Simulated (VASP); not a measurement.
# Ni (Fm-3m) in VASP: further runs

Ni is run at these levels: PBE; tasks: single point.

Everything below comes from runs of VASP 6.6.1. Logs are shortened: lines on timing, memory, paths and dates and some standing lists are left out, and cuts for length are marked.

## 1. The cell of the first run

The structure is cubic, space group Fm-3m (No. 225). Conventional cell: a = 3.530 Å, b = 3.530 Å, c = 3.530 Å, α = 90.00°, β = 90.00°, γ = 90.00°. Ni (site symmetry m-3m) has 12 Ni at 2.50 Å within 3.3 Å.

## 2. Single point, PBE, collinear spin, antiferromagnetic start

INCAR

```
ALGO     = Normal         # electronic algorithm
EDIFF    = 1E-6           # SCF threshold, eV
ENCUT    = 520            # plane-wave cutoff, eV
GGA      = PE             # functional
ISIF     = 2              # what is computed and relaxed
ISMEAR   = -1             # smearing method
ISPIN    = 2              # spin polarisation
ISYM     = 0            
LASPH    = True           # aspherical terms in the spheres
LCHARG   = False          # write CHGCAR
LMAXMIX  = 4              # l up to which the mixer works
LORBIT   = 11             # projections on sites
LREAL    = False          # projectors in reciprocal space
LWAVE    = False          # write WAVECAR
MAGMOM   = 2 -2           # initial moments
NBANDS   = 21             # bands
NELM     = 150            # most SCF steps
PREC     = Accurate       # precision mode
SIGMA    = 0.1            # smearing width, eV
```

KPOINTS

```
k-points
0
Gamma
  12 7 10
```

POSCAR

```
Ni
1.0
    0.0000000000     -1.7651000000     -1.7651000000
   -3.5302000000     -1.7651000000     -1.7651000000
    0.0000000000      1.7651000000     -1.7651000000
Ni
2
Direct
    0.0000000000      0.0000000000      0.0000000000
    0.0000000000      0.5000000000      0.5000000000
```

Potentials or basis: VASP PAW PBE potentials, release 64 (Ni).

On the command line:

```console
$ cat potpaw_PBE.64/Ni/POTCAR > POTCAR
$ mpirun -np 1 vasp_std > vasp.out
```

OUTCAR:

```text
EDIFF = 1E-6
   ENCUT = 520
   GGA = PE
   ISIF = 2
   ISMEAR = -1
   ISPIN = 2
   ISYM = 0
   LASPH = True
   LORBIT = 11
   LREAL = False
   NELM = 150
   PREC = Accurate

 ion  position               nearest neighbor table
   1  0.000  0.000  0.000-   2 2.50   2 2.50   2 2.50   2 2.50   2 2.50   2 2.50   2 2.50   2 2.50

   2  0.000  0.500  0.500-   1 2.50   1 2.50   1 2.50   1 2.50   1 2.50   1 2.50   1 2.50   1 2.50

IMPORTANT INFORMATION: All symmetrisations will be switched off!
NOSYMM: (Re-)initialisation of all symmetry stuff for point group C_1.

----------------------------------------------------------------------------------------

                                     Primitive cell

  volume of cell :      21.9972

  direct lattice vectors                    reciprocal lattice vectors
     0.000000000 -1.765100000 -1.765100000     0.283270070 -0.283270070 -0.283270070
    -3.530200000 -1.765100000 -1.765100000    -0.283270070  0.000000000  0.000000000
     0.000000000  1.765100000 -1.765100000     0.000000000  0.283270070 -0.283270070

  length of vectors
     2.496228359  4.323594345  2.496228359     0.490638153  0.283270070  0.400604374

  position of ions in fractional coordinates (direct lattice)
     0.000000000  0.000000000  0.000000000
     0.000000000  0.500000000  0.500000000

  ion indices of the primitive-cell ions
   primitive index   ion index
                 1           1
                 2           2

----------------------------------------------------------------------------------------

 KPOINTS: k-points

Automatic generation of k-mesh.
 Grid dimensions read from file:
 generate k-points for:   12    7   10

 Generating k-lattice:

  Cartesian coordinates                     Fractional coordinates (reciprocal lattice)
     0.023605839 -0.023605839 -0.023605839     0.083333333  0.000000000  0.000000000
    -0.040467153  0.000000000  0.000000000     0.000000000  0.142857143  0.000000000
     0.000000000  0.028327007 -0.028327007     0.000000000  0.000000000  0.100000000

  Length of vectors
     0.040886513  0.040467153  0.040060437

  Shift w.r.t. Gamma in fractional coordinates (k-lattice)
     0.000000000  0.000000000  0.000000000

 -----------------------------------------------------------------------------
|                                                                             |
|           W    W    AA    RRRRR   N    N  II  N    N   GGGG   !!!           |
|           W    W   A  A   R    R  NN   N  II  NN   N  G    G  !!!           |
|           W    W  A    A  R    R  N N  N  II  N N  N  G       !!!           |
|           W WW W  AAAAAA  RRRRR   N  N N  II  N  N N  G  GGG   !            |
|           WW  WW  A    A  R   R   N   NN  II  N   NN  G    G                |
|           W    W  A    A  R    R  N    N  II  N    N   GGGG   !!!           |
|                                                                             |
|     Your reciprocal lattice and k-lattice belong to different lattice       |
|     classes:                                                                |
|                                                                             |
|        The reciprocal lattice is simple tetragonal,                         |
|        whereas your k-lattice is simple monoclinic.                         |
|                                                                             |
|     Results are often still useful ...                                      |
|                                                                             |
 -----------------------------------------------------------------------------

 WARNING: IBZKPT: internal override: KBLOWUP is changed to .FALSE.
      ... skipping the blow-up phase ...

 Subroutine IBZKPT returns following result:
 ===========================================

 Found    422 irreducible k-points:

 Following reciprocal coordinates:
            Coordinates               Weight
  0.000000  0.000000  0.000000      1.000000
  0.083333  0.000000  0.000000      2.000000
  0.166667  0.000000  0.000000      2.000000
  0.250000  0.000000  0.000000      2.000000
  0.333333  0.000000  0.000000      2.000000
  0.416667  0.000000  0.000000      2.000000
[... 16 lines left out ...]
  0.250000  0.285714  0.000000      2.000000
  0.333333  0.285714  0.000000      2.000000
 [... further k-points ...]
   k-points           NKPTS =    422   k-points in BZ     NKDIM =    422   number of bands    NBANDS=     21
   number of dos      NEDOS =    301   number of ions     NIONS =      2
   total plane-waves  NPLWV =  12800
   dimension x,y,z NGX =    20 NGY =   32 NGZ =   20
   dimension x,y,z NGXF=    40 NGYF=   64 NGZF=   40
   ions per type =               2
   NGX,Y,Z   is equivalent  to a cutoff of  13.32, 12.30, 13.32 a.u.
   NGXF,Y,Z  is equivalent  to a cutoff of  26.64, 24.61, 26.64 a.u.
 SYSTEM =  unknown system
   PREC   = accura    normal or accurate (medium, high low for compatibility)
   ISTART =      0    job   : 0-new  1-cont  2-samecut
   ICHARG =      2    charge: 1-file 2-atom 10-const
   ISPIN  =      2    spin polarized calculation?
   LNONCOLLINEAR =      F non collinear calculations
   LSORBIT =      F    spin-orbit coupling
   LASPH  =      T    aspherical Exc in radial PAW
   ENCUT  =  520.0 eV  38.22 Ry    6.18 a.u.   4.64  8.04  4.64*2*pi/ulx,y,z
   NELM   =    150;   NELMIN=  2; NELMDL= -5     # of ELM steps
   EDIFF  = 0.1E-05   stopping-criterion for ELM
   LREAL  =      F    real-space projection
   EDIFFG = 0.1E-04   stopping-criterion for IOM
   NSW    =      0    number of steps for IOM
   IBRION =     -1    ionic relax: 0-MD 1-quasi-New 2-CG
   NFREE  =      0    steps in history (QN), initial steepest desc. (CG)
   ISIF   =      2    stress and relaxation
   ISYM   =      0    0-nonsym 1-usesym 2-fastsym
   POTIM  = 0.5000    time-step for ionic-motion
   TEBEG  =    0.0;   TEEND  =   0.0 temperature during run
   PSTRESS=    0.0 pullay stress
   NELECT =      20.0000    total number of electrons
   NUPDOWN=      -1.0000    fix difference up-down
   EMIN   =  10.00;   EMAX   =-10.00  energy-range for DOS
   EFERMI =   0.00;   METHOD = LEGACY
   ISMEAR =    -1;   SIGMA  =   0.10  broadening in eV -4-tet -1-fermi 0-gaus
   EFERMI_NEDOS =   21; number of points for ismear=-14 and -15
   IALGO  =     38    algorithm
   IMIX   =      4    mixing-type and parameters
     AMIX     =   0.40;   BMIX     =  1.00
     AMIX_MAG =   1.60;   BMIX_MAG =  1.00
  volume/ion in A,a.u.               =      11.00        74.22
  Fermi-wavevector in a.u.,A,eV,Ry     =   1.585972  2.997053 34.222832  2.515307
  Thomas-Fermi vector in A             =   2.685355
   LORBIT       =     11    0 simple, 1 ext, 2 COOP (PROOUT), +10 PAW based schemes
   GGA     = PE    functional components
   LHFCALC =     F    Hartree Fock is set to
   AEXX    =    0.0000 exact exchange contribution
   IVDW    =     0    specifies the selected vdW correction
   LEPSILON=     F    determine dielectric tensor
   LRPA    =     F    only Hartree local field effects (RPA)
 spin polarized calculation
  energy-cutoff  :      520.00
  volume of cell :       22.00
 maximum number of plane-waves:       609
   NGX =  9   NGY = 17   NGZ =  9

 number of electron      19.9999988 magnetization      -0.0002252

 number of electron      19.9999988 magnetization       0.0009137

 Free energy of the ion-electron system (eV)
  ---------------------------------------------------
  ext. energy  EPLUGINS =         0.00000000
  ---------------------------------------------------
  free energy    TOTEN  =       -10.92902697 eV

  energy without entropy =      -10.75333544  energy(sigma->0) =      -10.84118121

 E-fermi :   9.0614     XC(G=0): -13.1901

 val. band max:        9.0605269235   @ k =   0.2500   0.4286   0.5000
 cond. band min:       9.0621120889   @ k =   0.2500   0.4286   0.5000
 fundamental gap:      0.0015851654
 Fermi energy:         9.0613660505

 spin component 1

 k-point     1 :       0.0000    0.0000    0.0000
  band No.  band energies     occupation
      1       0.2710      1.00000
      2       4.8297      1.00000
      3       5.4130      1.00000
      4       7.2157      1.00000
      5       7.2160      1.00000
      6       7.2186      1.00000
[... 13 lines left out ...]
     20      36.6220      0.00000
     21      36.6229      0.00000

 k-point     2 :       0.0833    0.0000    0.0000
  band No.  band energies     occupation
      1       0.5398      1.00000
      2       4.9276      1.00000
      3       5.4988      1.00000
      4       7.1464      1.00000
      5       7.2748      1.00000
      6       7.2749      1.00000
[... 520 lines left out ...]
 k-point    24 :       0.3333    0.2857    0.0000
  band No.  band energies     occupation
      1       2.9290      1.00000
      2       5.8697      1.00000
      3       6.0536      1.00000
      4       6.6590      1.00000
      5       6.9978      1.00000
      6       7.3395      1.00000
[... 13 lines left out ...]
     20      37.0176      0.00000
     21      37.7511      0.00000

 [... further k-points ...]

 spin component 2

 k-point     1 :       0.0000    0.0000    0.0000
  band No.  band energies     occupation
      1       0.2709      1.00000
      2       4.8300      1.00000
      3       5.4135      1.00000
      4       7.2163      1.00000
      5       7.2166      1.00000
      6       7.2191      1.00000
[... 13 lines left out ...]
     20      36.6220      0.00000
     21      36.6229      0.00000

 k-point     2 :       0.0833    0.0000    0.0000
  band No.  band energies     occupation
      1       0.5398      1.00000
      2       4.9278      1.00000
      3       5.4992      1.00000
      4       7.1470      1.00000
      5       7.2753      1.00000
      6       7.2754      1.00000
[... 520 lines left out ...]
 k-point    24 :       0.3333    0.2857    0.0000
  band No.  band energies     occupation
      1       2.9290      1.00000
      2       5.8701      1.00000
      3       6.0539      1.00000
      4       6.6595      1.00000
      5       6.9983      1.00000
      6       7.3399      1.00000
[... 13 lines left out ...]
     20      37.0177      0.00000
     21      37.7510      0.00000

 [... further k-points ...]
[... 5 lines left out ...]
  --------------------------------------------------------------------------------------
  -------------------------------------------------------------------------------------
  Total       -0.3096425     -0.3632792     -0.3632762     -0.0039089      0.0039929     -0.0039098
  in kB      -22.5529389    -26.4595957    -26.4593738     -0.2847073      0.2908242     -0.2847699
  external PRESSURE =     -25.1573028 kB  Pullay stress =       0.0000000 kB

 VOLUME and BASIS-vectors are now :
 -----------------------------------------------------------------------------
  energy-cutoff  :      520.00
  volume of cell :       22.00
      direct lattice vectors                 reciprocal lattice vectors
     0.000000000 -1.765100000 -1.765100000     0.283270070 -0.283270070 -0.283270070
    -3.530200000 -1.765100000 -1.765100000    -0.283270070  0.000000000  0.000000000
     0.000000000  1.765100000 -1.765100000     0.000000000  0.283270070 -0.283270070

 POSITION                                       TOTAL-FORCE (eV/Angst)
 -----------------------------------------------------------------------------------
      0.00000      0.00000      0.00000         0.000000      0.000000      0.000000
     -1.76510      0.00000     -1.76510        -0.000000     -0.000000     -0.000000
 -----------------------------------------------------------------------------------
    total drift:                               -0.000000     -0.000000      0.000001

  FREE ENERGIE OF THE ION-ELECTRON SYSTEM (eV)
  ---------------------------------------------------
  free  energy   TOTEN  =       -10.9290269736 eV

  energy  without entropy=      -10.7533354384  energy(sigma->0) =      -10.84118121

 total charge

# of ion       s       p       d       tot
------------------------------------------
    1        0.490   0.484   8.320   9.293
    2        0.490   0.484   8.320   9.293
--------------------------------------------------
tot          0.979   0.967  16.640  18.586

 magnetization (x)

# of ion       s       p       d       tot
------------------------------------------
    1       -0.000   0.000   0.003   0.003
    2       -0.000  -0.000  -0.002  -0.002
--------------------------------------------------
tot         -0.000  -0.000   0.002   0.002
```

It took 3.2 min on 1 thread of Intel Xeon 6975P-C (Granite Rapids), shared host; peak memory 0.36 GiB.

What came out:

* Free energy: -10.9290 eV
* Pressure: -2.5 GPa
* Band gap on the k mesh: zero (filled and empty bands overlap)
* Net moment: 0.00 μB per cell
* Valence electrons inside the program's atomic spheres: Ni 9.29

## 3. Single point, PBE, collinear spin, ferromagnetic start

INCAR

```
SYSTEM = Ni
PREC = Accurate
ENCUT = 520
EDIFF = 1E-6
ISMEAR = -1
SIGMA = 0.1
LREAL = .FALSE.
LASPH = .TRUE.
NELM = 150
ALGO = Normal
ISIF = 2
LWAVE = .FALSE.
LCHARG = .FALSE.
ISPIN = 2
MAGMOM = 2 2
LORBIT = 11
LMAXMIX = 4
GGA = PE
NBANDS = 21
ISYM = 0
```

KPOINTS

```
Automatic mesh
0
G
  12 7 10
  0 0 0
```

POSCAR is that of step 2.

Potentials or basis: VASP PAW PBE potentials, release 64 (Ni).

On the command line:

```console
$ cat potpaw_PBE.64/Ni/POTCAR > POTCAR
$ mpirun -np 1 vasp_std > vasp.out
```

OUTCAR:

```text
SYSTEM = Ni
   PREC = Accurate
   ENCUT = 520
   EDIFF = 1E-6
   ISMEAR = -1
   LREAL = .FALSE.
   LASPH = .TRUE.
   NELM = 150
   ISIF = 2
   ISPIN = 2
   LORBIT = 11
   GGA = PE
   ISYM = 0

 ion  position               nearest neighbor table
   1  0.000  0.000  0.000-   2 2.50   2 2.50   2 2.50   2 2.50   2 2.50   2 2.50   2 2.50   2 2.50

   2  0.000  0.500  0.500-   1 2.50   1 2.50   1 2.50   1 2.50   1 2.50   1 2.50   1 2.50   1 2.50

IMPORTANT INFORMATION: All symmetrisations will be switched off!
NOSYMM: (Re-)initialisation of all symmetry stuff for point group C_1.

----------------------------------------------------------------------------------------

                                     Primitive cell
[... 1339 lines left out ...]
  energy-cutoff  :      520.00
  volume of cell :       22.00
      direct lattice vectors                 reciprocal lattice vectors
     0.000000000 -1.765100000 -1.765100000     0.283270070 -0.283270070 -0.283270070
    -3.530200000 -1.765100000 -1.765100000    -0.283270070  0.000000000  0.000000000
     0.000000000  1.765100000 -1.765100000     0.000000000  0.283270070 -0.283270070

 POSITION                                       TOTAL-FORCE (eV/Angst)
 -----------------------------------------------------------------------------------
      0.00000      0.00000      0.00000        -0.000000     -0.000000     -0.000000
     -1.76510      0.00000     -1.76510         0.000000      0.000000      0.000000
 -----------------------------------------------------------------------------------
    total drift:                                0.000000      0.000000     -0.000000

  FREE ENERGIE OF THE ION-ELECTRON SYSTEM (eV)
  ---------------------------------------------------
  free  energy   TOTEN  =       -10.9959505979 eV

  energy  without entropy=      -10.8868402034  energy(sigma->0) =      -10.94139540

 total charge

# of ion       s       p       d       tot
------------------------------------------
    1        0.493   0.488   8.309   9.291
    2        0.493   0.488   8.309   9.291
--------------------------------------------------
tot          0.987   0.977  16.618  18.582

 magnetization (x)

# of ion       s       p       d       tot
------------------------------------------
    1       -0.006  -0.024   0.671   0.641
    2       -0.006  -0.024   0.671   0.641
--------------------------------------------------
tot         -0.012  -0.048   1.342   1.282
```

OSZICAR:

```text
N       E                     dE             d eps       ncg     rms          rms(c)
DAV:   1     0.976180566605E+02    0.97618E+02   -0.88497E+03 38616   0.136E+03
DAV:   2    -0.683214689565E+01   -0.10445E+03   -0.96138E+02 36228   0.235E+02
DAV:   3    -0.126056139315E+02   -0.57735E+01   -0.55839E+01 40198   0.634E+01
DAV:   4    -0.126831468830E+02   -0.77533E-01   -0.77467E-01 40550   0.679E+00
DAV:   5    -0.126855000204E+02   -0.23531E-02   -0.23530E-02 40846   0.116E+00    0.156E+01
DAV:   6    -0.117460740813E+02    0.93943E+00   -0.81850E+00 41707   0.594E+01    0.918E+00
DAV:   7    -0.110279427440E+02    0.71813E+00   -0.17640E+00 41494   0.248E+01    0.248E+00
DAV:   8    -0.110035254201E+02    0.24417E-01   -0.12623E-02 50489   0.121E+00    0.132E+00
DAV:   9    -0.109982928810E+02    0.52325E-02   -0.11362E-03 52532   0.747E-01    0.551E-01
DAV:  10    -0.109994921785E+02   -0.11993E-02   -0.12395E-02 47556   0.292E+00    0.863E-01
DAV:  11    -0.109959316571E+02    0.35605E-02   -0.63804E-03 46493   0.232E+00    0.556E-02
DAV:  12    -0.109959535789E+02   -0.21922E-04   -0.10580E-04 38723   0.849E-02    0.247E-02
DAV:  13    -0.109959510048E+02    0.25741E-05   -0.33702E-06 51996   0.210E-02    0.140E-02
DAV:  14    -0.109959505979E+02    0.40689E-06   -0.10702E-06 25801   0.103E-02
   1 F= -.10995951E+02 E0= -.10941395E+02  d E =-.109110E+00  mag=     1.2571
```

stdout:

```text
POSCAR found type information on POSCAR Ni
 POSCAR found :  1 types and       2 ions
 scaLAPACK will be used
 LDA part: xc-table for (Slater+PW92), standard interpolation
 -----------------------------------------------------------------------------
|                                                                             |
|           W    W    AA    RRRRR   N    N  II  N    N   GGGG   !!!           |
|           W    W   A  A   R    R  NN   N  II  NN   N  G    G  !!!           |
|           W    W  A    A  R    R  N N  N  II  N N  N  G       !!!           |
|           W WW W  AAAAAA  RRRRR   N  N N  II  N  N N  G  GGG   !            |
|           WW  WW  A    A  R   R   N   NN  II  N   NN  G    G                |
|           W    W  A    A  R    R  N    N  II  N    N   GGGG   !!!           |
|                                                                             |
|     Your reciprocal lattice and k-lattice belong to different lattice       |
|     classes:                                                                |
|                                                                             |
|        The reciprocal lattice is simple tetragonal,                         |
|        whereas your k-lattice is simple monoclinic.                         |
|                                                                             |
|     Results are often still useful ...                                      |
|                                                                             |
 -----------------------------------------------------------------------------

 POSCAR, INCAR and KPOINTS ok, starting setup
 FFT: planning ... GRIDC
 FFT: planning ... GRID_SOFT
 FFT: planning ... GRID
 WAVECAR not read
 entering main loop
```

Wall time 2.6 min (1 thread of Intel Xeon 6975P-C (Granite Rapids), shared host); peak memory 0.36 GiB.

What came out:

```yaml
Free_energy: -10.9960 eV
Pressure: -1.6 GPa
Net_moment: 1.26 μB per cell
Site_moments: Ni +0.64 μB
Valence_electrons_inside_the_program's_atomic_spheres: Ni 9.29
```

Stress tensor (GPa, compression positive):
```
-1.60 -0.01 -0.01
-0.01 -1.56  0.05
-0.01  0.05 -1.56
```
